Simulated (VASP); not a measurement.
# TiSi2 (Cmcm) in VASP: further runs, part 2 of 3

VASP 6.6.1. Earlier steps stand in the parts before.

### Step 3. Single point, PBE

This run uses another cell than the first one, of the same volume but with other edges.

INCAR reads:

```
PREC     = Accurate       # precision mode
ENCUT    = 520            # plane-wave cutoff, eV
EDIFF    = 1E-7           # SCF threshold, eV
ISMEAR   = 0              # smearing method
SIGMA    = 0.15           # smearing width, eV
LREAL    = False          # projectors in reciprocal space
LASPH    = True           # aspherical terms in the spheres
NELM     = 60             # most SCF steps
ALGO     = Normal         # electronic algorithm
ISIF     = 2              # what is computed and relaxed
LWAVE    = False          # write WAVECAR
LCHARG   = True           # write CHGCAR
GGA      = PE             # functional
LELF     = True           # ELF
LVHAR    = True         
NBANDS   = 29             # bands
```

KPOINTS reads:

```
regular mesh
0
Gamma
  12 12 12
```

POSCAR reads:

```
TiSi2
1.0
    1.7844748238     -6.2968181275      0.0000000000
    1.7844748238      6.2968181275      0.0000000000
    0.0000000000      0.0000000000      3.6008500585
Ti Si
2 4
Direct
    0.8968075259      0.1031924741      0.7500000000
    0.1031924741      0.8968075259      0.2500000000
    0.5591373592      0.4408626408      0.7500000000
    0.4408626408      0.5591373592      0.2500000000
    0.2498287182      0.7501712818      0.7500000000
    0.7501712818      0.2498287182      0.2500000000
```

Potentials or basis: VASP PAW PBE potentials, release 64 (Ti_sv, Si).

The run is started by

```sh
cat potpaw_PBE.64/Ti_sv/POTCAR potpaw_PBE.64/Si/POTCAR > POTCAR
mpirun -np 1 vasp_std > vasp.out
```

OUTCAR:

```text
PREC = Accurate
   ENCUT = 520
   EDIFF = 1E-7
   ISMEAR = 0
   LREAL = False
   LASPH = True
   NELM = 60
   ISIF = 2
   GGA = PE

 ion  position               nearest neighbor table
   1  0.897  0.103  0.750-   5 2.57   5 2.57   6 2.58   6 2.58   4 2.59   4 2.59   4 2.59   4 2.59
                             3 2.71   3 2.71
   2  0.103  0.897  0.250-   6 2.57   6 2.57   5 2.58   5 2.58   3 2.59   3 2.59   3 2.59   3 2.59
                             4 2.71   4 2.71
   3  0.559  0.441  0.750-   4 2.34   4 2.34   2 2.59   2 2.59   2 2.59   2 2.59   1 2.71   1 2.71
                             5 2.99   5 2.99   6 3.00   6 3.00
   4  0.441  0.559  0.250-   3 2.34   3 2.34   1 2.59   1 2.59   1 2.59   1 2.59   2 2.71   2 2.71
                             6 2.99   6 2.99   5 3.00   5 3.00
   5  0.250  0.750  0.750-   6 2.53   6 2.53   6 2.53   6 2.53   1 2.57   1 2.57   2 2.58   2 2.58
                             3 2.99   3 2.99   4 3.00   4 3.00
   6  0.750  0.250  0.250-   5 2.53   5 2.53   5 2.53   5 2.53   2 2.57   2 2.57   1 2.58   1 2.58
                             4 2.99   4 2.99   3 3.00   3 3.00

  LATTYP: Found a base centered orthorhombic cell.
 ALAT       =     3.5689496476
 B/A-ratio  =     3.5286673948
 C/A-ratio  =     1.0089383191

  Lattice vectors:

 A1 = (   1.7844748238,  -6.2968181275,   0.0000000000)
 A2 = (   1.7844748238,   6.2968181275,   0.0000000000)
 A3 = (   0.0000000000,   0.0000000000,   3.6008500585)

Analysis of symmetry for initial positions (statically):
=====================================================================
 Subroutine PRICEL returns:
 Original cell was already a primitive cell.

 Routine SETGRP: Setting up the symmetry group for a
 base centered orthorhombic supercell.

 Subroutine GETGRP returns: Found  8 space group operations
 (whereof  4 operations were pure point group operations)
 out of a pool of  8 trial point group operations.

The static configuration has the point symmetry C_2h.
 The point group associated with its full space group is D_2h.

Analysis of symmetry for dynamics (positions and initial velocities):
=====================================================================
 Subroutine PRICEL returns:
 Original cell was already a primitive cell.

 Routine SETGRP: Setting up the symmetry group for a
 base centered orthorhombic supercell.

 Subroutine GETGRP returns: Found  8 space group operations
 (whereof  4 operations were pure point group operations)
 out of a pool of  8 trial point group operations.

The dynamic configuration has the point symmetry C_2h.
 The point group associated with its full space group is D_2h.

 Subroutine INISYM returns: Found  8 space group operations
 (whereof  4 operations are pure point group operations),
 and found     1 'primitive' translations

----------------------------------------------------------------------------------------

                                     Primitive cell

  volume of cell :      80.9220

  direct lattice vectors                    reciprocal lattice vectors
     1.784474824 -6.296818127  0.000000000     0.280194483 -0.079405184  0.000000000
     1.784474824  6.296818127  0.000000000     0.280194483  0.079405184  0.000000000
     0.000000000  0.000000000  3.600850058     0.000000000  0.000000000  0.277712202

  length of vectors
     6.544789449  6.544789449  3.600850058     0.291228658  0.291228658  0.277712202

  position of ions in fractional coordinates (direct lattice)
     0.896807526  0.103192474  0.750000000
[... 43 lines left out ...]
  0.000000  0.000000  0.000000      1.000000
  0.083333  0.000000  0.000000      4.000000
  0.166667  0.000000  0.000000      4.000000
  0.250000  0.000000  0.000000      4.000000
  0.333333 -0.000000  0.000000      4.000000
  0.416667  0.000000  0.000000      4.000000
[... 16 lines left out ...]
  0.500000  0.166667  0.000000      4.000000
 -0.416667  0.166667  0.000000      4.000000
 [... further k-points ...]
   k-points           NKPTS =    301   k-points in BZ     NKDIM =    301   number of bands    NBANDS=     29
   number of dos      NEDOS =    301   number of ions     NIONS =      6
   total plane-waves  NPLWV =  70000
   dimension x,y,z NGX =    50 NGY =   50 NGZ =   28
   dimension x,y,z NGXF=   100 NGYF=  100 NGZF=   56
   ions per type =               2   4
   NGX,Y,Z   is equivalent  to a cutoff of  12.70, 12.70, 12.93 a.u.
   NGXF,Y,Z  is equivalent  to a cutoff of  25.40, 25.40, 25.85 a.u.
 SYSTEM =  unknown system
   PREC   = accura    normal or accurate (medium, high low for compatibility)
   ISTART =      0    job   : 0-new  1-cont  2-samecut
   ICHARG =      2    charge: 1-file 2-atom 10-const
   ISPIN  =      1    spin polarized calculation?
   LNONCOLLINEAR =      F non collinear calculations
   LSORBIT =      F    spin-orbit coupling
   LASPH  =      T    aspherical Exc in radial PAW
   ENCUT  =  520.0 eV  38.22 Ry    6.18 a.u.  12.17 12.17  6.70*2*pi/ulx,y,z
   NELM   =     60;   NELMIN=  2; NELMDL= -5     # of ELM steps
   EDIFF  = 0.1E-06   stopping-criterion for ELM
   LREAL  =      F    real-space projection
   EDIFFG = 0.1E-05   stopping-criterion for IOM
   NSW    =      0    number of steps for IOM
   IBRION =     -1    ionic relax: 0-MD 1-quasi-New 2-CG
   NFREE  =      0    steps in history (QN), initial steepest desc. (CG)
   ISIF   =      2    stress and relaxation
   ISYM   =      2    0-nonsym 1-usesym 2-fastsym
   POTIM  = 0.5000    time-step for ionic-motion
   TEBEG  =    0.0;   TEEND  =   0.0 temperature during run
   PSTRESS=    0.0 pullay stress
   NELECT =      40.0000    total number of electrons
   NUPDOWN=      -1.0000    fix difference up-down
   EMIN   =  10.00;   EMAX   =-10.00  energy-range for DOS
   EFERMI =   0.00;   METHOD = LEGACY
   ISMEAR =     0;   SIGMA  =   0.15  broadening in eV -4-tet -1-fermi 0-gaus
   EFERMI_NEDOS =   21; number of points for ismear=-14 and -15
   IALGO  =     38    algorithm
   IMIX   =      4    mixing-type and parameters
     AMIX     =   0.40;   BMIX     =  1.00
     AMIX_MAG =   1.60;   BMIX_MAG =  1.00
  volume/ion in A,a.u.               =      13.49        91.01
  Fermi-wavevector in a.u.,A,eV,Ry     =   1.294412  2.446085 22.796604  1.675503
  Thomas-Fermi vector in A             =   2.425997
   LORBIT       =      0    0 simple, 1 ext, 2 COOP (PROOUT), +10 PAW based schemes
   GGA     = PE    functional components
   LHFCALC =     F    Hartree Fock is set to
   AEXX    =    0.0000 exact exchange contribution
   IVDW    =     0    specifies the selected vdW correction
   LEPSILON=     F    determine dielectric tensor
   LRPA    =     F    only Hartree local field effects (RPA)
 non-spin polarized calculation
 Gauss-broadening in eV      SIGMA  =   0.15
  energy-cutoff  :      520.00
  volume of cell :       80.92
 maximum number of plane-waves:      2204
 NGX is ok and might be reduce to    50

 number of electron      40.0000004 magnetization

 Free energy of the ion-electron system (eV)
  ---------------------------------------------------
  ext. energy  EPLUGINS =         0.00000000
  ---------------------------------------------------
  free energy    TOTEN  =       -40.39109649 eV

  energy without entropy =      -40.37185402  energy(sigma->0) =      -40.38147525

 E-fermi :  11.1802     XC(G=0): -11.8711

 val. band max:       11.1788439467   @ k =  -0.4167   0.3333   0.0000
 cond. band min:      11.1898524910   @ k =  -0.4167   0.2500   0.1667
 fundamental gap:      0.0110085443
 Fermi energy:        11.1801869620

 k-point     1 :       0.0000    0.0000    0.0000
  band No.  band energies     occupation
      1     -45.4508      2.00000
      2     -45.4341      2.00000
      3     -21.8128      2.00000
      4     -21.8057      2.00000
      5     -21.8042      2.00000
      6     -21.7830      2.00000
[... 757 lines left out ...]
     28      14.3565      0.00000
     29      15.4608      0.00000

 [... further k-points ...]
[... 5 lines left out ...]
  --------------------------------------------------------------------------------------
  -------------------------------------------------------------------------------------
  Total        1.1371658     10.5403953      1.6572938      0.0000000      0.0000000      0.0000000
  in kB       22.5147835    208.6896320     32.8128146      0.0000000      0.0000000      0.0000000
  external PRESSURE =      88.0057434 kB  Pullay stress =       0.0000000 kB

 VOLUME and BASIS-vectors are now :
 -----------------------------------------------------------------------------
  energy-cutoff  :      520.00
  volume of cell :       80.92
      direct lattice vectors                 reciprocal lattice vectors
     1.784474824 -6.296818127  0.000000000     0.280194483 -0.079405184  0.000000000
     1.784474824  6.296818127  0.000000000     0.280194483  0.079405184  0.000000000
     0.000000000  0.000000000  3.600850058     0.000000000  0.000000000  0.277712202

 POSITION                                       TOTAL-FORCE (eV/Angst)
 -----------------------------------------------------------------------------------
      1.78447     -4.99725      2.70064         0.000000     -0.933976      0.000000
      1.78447      4.99725      0.90021         0.000000      0.933976     -0.000000
      1.78447     -0.74475      2.70064         0.000000     -0.611442      0.000000
      1.78447      0.74475      0.90021         0.000000      0.611442      0.000000
      1.78447      3.15057      2.70064         0.000000      0.063388      0.000000
      1.78447     -3.15057      0.90021         0.000000     -0.063388      0.000000
 -----------------------------------------------------------------------------------
    total drift:                               -0.000000     -0.000000     -0.000000

  FREE ENERGIE OF THE ION-ELECTRON SYSTEM (eV)
  ---------------------------------------------------
  free  energy   TOTEN  =       -40.3910964917 eV

  energy  without entropy=      -40.3718540178  energy(sigma->0) =      -40.38147525
```

It took 8.6 min on 1 thread of Intel Xeon 6975P-C (Granite Rapids), shared host; peak memory 0.66 GiB.

What came out:

- Free energy: -40.3911 eV
- Pressure: 8.8 GPa
- Largest force: 0.934 eV/Å
- Band gap on the k mesh: zero (band 20 reaches 11.56 eV, above the bottom of band 21 at 10.65 eV)

Forces in eV/Å, atoms in the order of the input:
```
Ti   0.000 -0.934  0.000
Ti   0.000  0.934  0.000
Si   0.000 -0.611  0.000
Si   0.000  0.611  0.000
Si   0.000  0.063  0.000
Si   0.000 -0.063  0.000
```

### Step 4. Single point, PBE

This run uses another cell than the first one, of 13.58 Å³/atom, 1.007 times its volume.

INCAR reads:

```
SYSTEM = TiSi2
ALGO = Normal
EDIFF = 1E-6
ENCUT = 520
GGA = PE
ISIF = 2
ISMEAR = 0
LASPH = .TRUE.
LCHARG = .FALSE.
LREAL = .FALSE.
LWAVE = .FALSE.
NBANDS = 29
NELM = 60
PREC = Accurate
SIGMA = 0.15
```

KPOINTS reads:

```
k-points
0
G
  12 12 12
  0 0 0
```

POSCAR reads:

```
TiSi2
1.0
    1.7571584210     -6.5403427287      0.0000000000
    1.7571584210      6.5403427287      0.0000000000
    0.0000000000      0.0000000000      3.5457289258
Ti Si
2 4
Direct
    0.8968075258      0.1031924742      0.7500000000
    0.1031924742      0.8968075258      0.2500000000
    0.5591373591      0.4408626409      0.7500000000
    0.4408626409      0.5591373591      0.2500000000
    0.2498287182      0.7501712818      0.7500000000
    0.7501712818      0.2498287182      0.2500000000
```

The run is started by

```sh
cat potpaw_PBE.64/Ti_sv/POTCAR potpaw_PBE.64/Si/POTCAR > POTCAR
mpirun -np 1 vasp_std > vasp.out
```

Wall time 15 min (1 thread of Intel Xeon Platinum 8259CL at 2.50GHz (Skylake/Cascade Lake), shared host); peak memory 0.67 GiB.

The run converged. Its results:

```yaml
Free_energy: -40.6267 eV
Pressure: 8.0 GPa
Largest_force: 0.414 eV/Å
Band_gap_on_the_k_mesh: zero (band 20 reaches 11.55 eV, above the bottom of band 21 at 10.51 eV)
```

Forces in eV/Å, atoms in the order of the input:
```
Ti   0.000 -0.414  0.000
Ti   0.000  0.414  0.000
Si   0.000 -0.326  0.000
Si   0.000  0.326  0.000
Si   0.000  0.034  0.000
Si   0.000 -0.034  0.000
```

Stress tensor (GPa, compression positive):
```
 5.79  0.00  0.00
 0.00 11.13  0.00
 0.00  0.00  6.94
```

Levels at points of the mesh, in eV from the Fermi level:
```
           k point  band 17  band 18  band 19  band 20  band 21  band 22  band 23  band 24
(0.00, 0.00, 0.00)    -2.20    -2.16    -1.83     0.43     0.83     0.91     0.92     1.30
(0.50, 0.00, 0.00)    -1.84    -1.32    -0.67    -0.65    -0.58     1.17     1.52     1.68
(0.50, 0.50, 0.00)    -2.72    -2.06    -1.10     0.33     0.61     0.66     0.96     1.40
(0.00, 0.00, 0.50)    -1.60    -1.60    -0.05    -0.05     1.10     1.10     1.51     1.51
(0.50, 0.00, 0.50)    -3.14    -3.14    -2.52    -2.52     1.87     1.87     1.93     1.93
(0.50, 0.50, 0.50)    -2.20    -2.20    -1.01    -1.01     0.55     0.55     1.72     1.72
```

(Part 2 of 3 ends here.)
